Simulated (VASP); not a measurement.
# RbCl (Fm-3m) in VASP: notebook, part 2 of 2

VASP 6.6.1. The steps go on from the part before.

**3. Relaxation of cell and atoms, PBE**

This run uses another cell than the first one, of 36.22 Å³/atom, 0.965 times its volume.

Contents of INCAR:

```
PREC = Accurate ; ENCUT = 500
EDIFF = 1E-7 ; ISMEAR = 0
SIGMA = 0.02 ; LREAL = F
LASPH = T ; NELM = 120
ALGO = Normal ; ISIF = 3
LWAVE = F ; LCHARG = F
GGA = PE ; IBRION = 2
NSW = 100 ; EDIFFG = -0.005
GGA_COMPAT = F ; NELMIN = 4
```

Contents of KPOINTS:

```
Automatic mesh
0
Gamma
  6 6 6
```

Contents of POSCAR:

```
RbCl
1.0
    0.0000000000      3.3087073290      3.3087073290
    3.3087073290      0.0000000000      3.3087073290
    3.3087073290      3.3087073290      0.0000000000
Rb Cl
1 1
Direct
    0.0000000000      0.0000000000      0.0000000000
    0.5000000000      0.5000000000      0.5000000000
```

Potentials or basis: VASP PAW PBE potentials, release 64 (Rb_sv, Cl).

Run with:

```sh
$ cat potpaw_PBE.64/Rb_sv/POTCAR potpaw_PBE.64/Cl/POTCAR > POTCAR
$ mpirun -np 1 vasp_std > vasp.out
```

OUTCAR:

```text
PREC = Accurate
   ENCUT = 500
   EDIFF = 1E-7
   ISMEAR = 0
   LREAL = F
   LASPH = T
   NELM = 120
   ISIF = 3
   GGA = PE
   IBRION = 2
   NSW = 100
   EDIFFG = -0.005
   NELMIN = 4

 ion  position               nearest neighbor table
   1  0.000  0.000  0.000-   2 3.31   2 3.31   2 3.31   2 3.31   2 3.31   2 3.31
   2  0.500  0.500  0.500-   1 3.31   1 3.31   1 3.31   1 3.31   1 3.31   1 3.31

  LATTYP: Found a face centered cubic cell.
 ALAT       =     6.6174146580

  Lattice vectors:

 A1 = (   0.0000000000,   3.3087073290,   3.3087073290)
 A2 = (   3.3087073290,   0.0000000000,   3.3087073290)
 A3 = (   3.3087073290,   3.3087073290,   0.0000000000)

Analysis of symmetry for initial positions (statically):
=====================================================================
 Subroutine PRICEL returns:
 Original cell was already a primitive cell.

 Routine SETGRP: Setting up the symmetry group for a
 face centered cubic supercell.

 Subroutine GETGRP returns: Found 48 space group operations
 (whereof 48 operations were pure point group operations)
 out of a pool of 48 trial point group operations.

The static configuration has the point symmetry O_h .

Analysis of symmetry for dynamics (positions and initial velocities):
=====================================================================
 Subroutine PRICEL returns:
 Original cell was already a primitive cell.

 Routine SETGRP: Setting up the symmetry group for a
 face centered cubic supercell.

 Subroutine GETGRP returns: Found 48 space group operations
 (whereof 48 operations were pure point group operations)
 out of a pool of 48 trial point group operations.

The dynamic configuration has the point symmetry O_h .

 Subroutine INISYM returns: Found 48 space group operations
 (whereof 48 operations are pure point group operations),
 and found     1 'primitive' translations

----------------------------------------------------------------------------------------

                                     Primitive cell

  volume of cell :      72.4444

  direct lattice vectors                    reciprocal lattice vectors
     0.000000000  3.308707329  3.308707329    -0.151116418  0.151116418  0.151116418
     3.308707329  0.000000000  3.308707329     0.151116418 -0.151116418  0.151116418
     3.308707329  3.308707329  0.000000000     0.151116418  0.151116418 -0.151116418

  length of vectors
     4.679218779  4.679218779  4.679218779     0.261741314  0.261741314  0.261741314

  position of ions in fractional coordinates (direct lattice)
     0.000000000  0.000000000  0.000000000
     0.500000000  0.500000000  0.500000000

  ion indices of the primitive-cell ions
   primitive index   ion index
                 1           1
                 2           2

----------------------------------------------------------------------------------------

 KPOINTS: Automatic mesh

Automatic generation of k-mesh.
 Grid dimensions read from file:
 generate k-points for:    6    6    6

 Generating k-lattice:

  Cartesian coordinates                     Fractional coordinates (reciprocal lattice)
    -0.025186070  0.025186070  0.025186070     0.166666667  0.000000000  0.000000000
     0.025186070 -0.025186070  0.025186070     0.000000000  0.166666667  0.000000000
     0.025186070  0.025186070 -0.025186070     0.000000000  0.000000000  0.166666667

  Length of vectors
     0.043623552  0.043623552  0.043623552

  Shift w.r.t. Gamma in fractional coordinates (k-lattice)
     0.000000000  0.000000000  0.000000000

 Subroutine IBZKPT returns following result:
 ===========================================

 Found     16 irreducible k-points:

 Following reciprocal coordinates:
            Coordinates               Weight
  0.000000  0.000000  0.000000      1.000000
  0.166667  0.000000  0.000000      8.000000
  0.333333  0.000000  0.000000      8.000000
  0.500000  0.000000  0.000000      4.000000
  0.166667  0.166667  0.000000      6.000000
  0.333333  0.166667  0.000000     24.000000
[... 8 lines left out ...]
 -0.333333  0.333333  0.166667     24.000000
 -0.333333  0.500000  0.166667     12.000000
   k-points           NKPTS =     16   k-points in BZ     NKDIM =     16   number of bands    NBANDS=     12
   number of dos      NEDOS =    301   number of ions     NIONS =      2
   total plane-waves  NPLWV =  46656
   dimension x,y,z NGX =    36 NGY =   36 NGZ =   36
   dimension x,y,z NGXF=    72 NGYF=   72 NGZF=   72
   ions per type =               1   1
   NGX,Y,Z   is equivalent  to a cutoff of  12.79, 12.79, 12.79 a.u.
   NGXF,Y,Z  is equivalent  to a cutoff of  25.58, 25.58, 25.58 a.u.
 SYSTEM =  unknown system
   PREC   = accura    normal or accurate (medium, high low for compatibility)
   ISTART =      0    job   : 0-new  1-cont  2-samecut
   ICHARG =      2    charge: 1-file 2-atom 10-const
   ISPIN  =      1    spin polarized calculation?
   LNONCOLLINEAR =      F non collinear calculations
   LSORBIT =      F    spin-orbit coupling
   LASPH  =      T    aspherical Exc in radial PAW
   ENCUT  =  500.0 eV  36.75 Ry    6.06 a.u.   8.53  8.53  8.53*2*pi/ulx,y,z
   NELM   =    120;   NELMIN=  4; NELMDL= -5     # of ELM steps
   EDIFF  = 0.1E-06   stopping-criterion for ELM
   LREAL  =      F    real-space projection
   EDIFFG = -.5E-02   stopping-criterion for IOM
   NSW    =    100    number of steps for IOM
   IBRION =      2    ionic relax: 0-MD 1-quasi-New 2-CG
   NFREE  =      1    steps in history (QN), initial steepest desc. (CG)
   ISIF   =      3    stress and relaxation
   ISYM   =      2    0-nonsym 1-usesym 2-fastsym
   POTIM  = 0.5000    time-step for ionic-motion
   TEBEG  =    0.0;   TEEND  =   0.0 temperature during run
   PSTRESS=    0.0 pullay stress
   NELECT =      16.0000    total number of electrons
   NUPDOWN=      -1.0000    fix difference up-down
   EMIN   =  10.00;   EMAX   =-10.00  energy-range for DOS
   EFERMI =   0.00;   METHOD = LEGACY
   ISMEAR =     0;   SIGMA  =   0.02  broadening in eV -4-tet -1-fermi 0-gaus
   EFERMI_NEDOS =   21; number of points for ismear=-14 and -15
   IALGO  =     38    algorithm
   IMIX   =      4    mixing-type and parameters
     AMIX     =   0.40;   BMIX     =  1.00
     AMIX_MAG =   1.60;   BMIX_MAG =  1.00
  volume/ion in A,a.u.               =      36.22       244.44
  Fermi-wavevector in a.u.,A,eV,Ry     =   0.989570  1.870016 13.323486  0.979249
  Thomas-Fermi vector in A             =   2.121178
   LORBIT       =      0    0 simple, 1 ext, 2 COOP (PROOUT), +10 PAW based schemes
   GGA     = PE    functional components
   LHFCALC =     F    Hartree Fock is set to
   AEXX    =    0.0000 exact exchange contribution
   IVDW    =     0    specifies the selected vdW correction
   LEPSILON=     F    determine dielectric tensor
   LRPA    =     F    only Hartree local field effects (RPA)
 conjugate gradient relaxation of ions
 non-spin polarized calculation
 Gauss-broadening in eV      SIGMA  =   0.02
  energy-cutoff  :      500.00
  volume of cell :       72.44
 maximum number of plane-waves:      1868
 NGX is ok and might be reduce to    36
   NGX = 17   NGY = 17   NGZ = 17

--------------------------------------- Ionic step        1  -------------------------------------------

 number of electron      16.0000002 magnetization

 Free energy of the ion-electron system (eV)
  ---------------------------------------------------
  ext. energy  EPLUGINS =         0.00000000
  ---------------------------------------------------
  free energy    TOTEN  =        -6.67066010 eV

  energy without entropy =       -6.67066010  energy(sigma->0) =       -6.67066010

------------------------ aborting loop because EDIFF is reached ----------------------------------------

  FORCE on cell =-STRESS in cart. coord.  units (eV):
  Direction    XX          YY          ZZ          XY          YZ          ZX
  --------------------------------------------------------------------------------------
  -------------------------------------------------------------------------------------
  Total        0.2578571      0.2578571      0.2578571      0.0000000      0.0000000      0.0000000
  in kB        5.7027529      5.7027529      5.7027529      0.0000000      0.0000000      0.0000000
  external PRESSURE =       5.7027529 kB  Pullay stress =       0.0000000 kB
[... 57 lines left out ...]
  energy  without entropy=       -6.6741686137  energy(sigma->0) =       -6.67416861

--------------------------------------- Ionic step        3  -------------------------------------------

 number of electron      16.0000000 magnetization

 Free energy of the ion-electron system (eV)
  ---------------------------------------------------
  ext. energy  EPLUGINS =         0.00000000
  ---------------------------------------------------
  free energy    TOTEN  =        -6.67520497 eV

  energy without entropy =       -6.67520497  energy(sigma->0) =       -6.67520497

 E-fermi :  -1.9491     XC(G=0):  -7.1388

 val. band max:       -2.0700438277   @ k =   0.0000   0.0000   0.0000
 cond. band min:       2.7608521640   @ k =   0.0000   0.0000   0.0000
 fundamental gap:      4.8308959916
 Fermi energy:        -1.9491010647

 k-point     1 :       0.0000    0.0000    0.0000
  band No.  band energies     occupation
      1     -26.1230      2.00000
      2     -14.0228      2.00000
      3     -10.1719      2.00000
      4     -10.1719      2.00000
      5     -10.1719      2.00000
      6      -2.0700      2.00000
      7      -2.0700      2.00000
      8      -2.0700      2.00000
      9       2.7609      0.00000
     10       5.8826      0.00000
     11       5.8826      0.00000
     12       5.8826      0.00000
[... 252 lines left out ...]
  FREE ENERGIE OF THE ION-ELECTRON SYSTEM (eV)
  ---------------------------------------------------
  free  energy   TOTEN  =        -6.6752049676 eV

  energy  without entropy=       -6.6752049676  energy(sigma->0) =       -6.67520497

 reached required accuracy - stopping structural energy minimisation
```

OSZICAR:

```text
N       E                     dE             d eps       ncg     rms          rms(c)
DAV:   1     0.846891685250E+02    0.84689E+02   -0.69589E+03   384   0.113E+03
DAV:   2    -0.114858601728E+01   -0.85838E+02   -0.79649E+02   520   0.191E+02
DAV:   3    -0.686212552407E+01   -0.57135E+01   -0.56976E+01   480   0.546E+01
[... 29 lines left out ...]
DAV:   5    -0.667520390922E+01   -0.30854E-04   -0.97649E-05   664   0.731E-02    0.311E-02
DAV:   6    -0.667520421955E+01   -0.31033E-06   -0.13856E-05   476   0.362E-02    0.883E-03
DAV:   7    -0.667520451515E+01   -0.29560E-06   -0.89125E-07   552   0.687E-03    0.264E-03
DAV:   8    -0.667520500740E+01   -0.49225E-06   -0.15409E-07   428   0.290E-03    0.244E-04
DAV:   9    -0.667520496762E+01    0.39784E-07   -0.85617E-09   272   0.736E-04
   3 F= -.66752050E+01 E0= -.66752050E+01  d E =-.454487E-02
```

CONTCAR:

```text
RbCl
   1.00000000000000
     0.0000000000000000    3.3499333452550393    3.3499333452550393
     3.3499333452550393    0.0000000000000000    3.3499333452550393
     3.3499333452550393    3.3499333452550393    0.0000000000000000
  Rb              Cl
     1     1
Direct
     0.0000000000000000    0.0000000000000000    0.0000000000000000
     0.5000000000000000    0.5000000000000000    0.5000000000000000

  0.00000000E+00  0.00000000E+00  0.00000000E+00
  0.00000000E+00  0.00000000E+00  0.00000000E+00
```

Wall time 71 s (1 thread of AMD EPYC 7R13, shared host); peak memory 0.18 GiB.

Results:

```yaml
Free_energy: -6.6752 eV
Relaxed_volume: 37.59 Å³/atom
Relaxed_cell: a = 4.738 Å, b = 4.738 Å, c = 4.738 Å, α = 60.00°, β = 60.00°, γ = 60.00°
Space_group_after_relaxing_to_0.05_Å: Fm-3m (No. 225)
Energy_gained_by_relaxing: 2.3 meV/atom
Ionic_steps: 3
Pressure_after_relaxing: 0.0 GPa
Band_gap_on_the_k_mesh: 4.83 eV, direct
```

The path:
```
step  energy change (eV)  largest force (eV/Å)  pressure (GPa)  volume (Å³)
   1              0.0000                0.0000            0.57        72.44
   2             -0.0035                0.0000            0.26        73.80
   3             -0.0045                0.0000           -0.02        75.19
```

Final structure:
```xyz
2
Lattice="0.0000 3.3499 3.3499 3.3499 0.0000 3.3499 3.3499 3.3499 0.0000" Properties=species:S:1:pos:R:3 pbc="T T T"
Rb    0.0000    0.0000    0.0000
Cl    3.3499    3.3499    3.3499
```
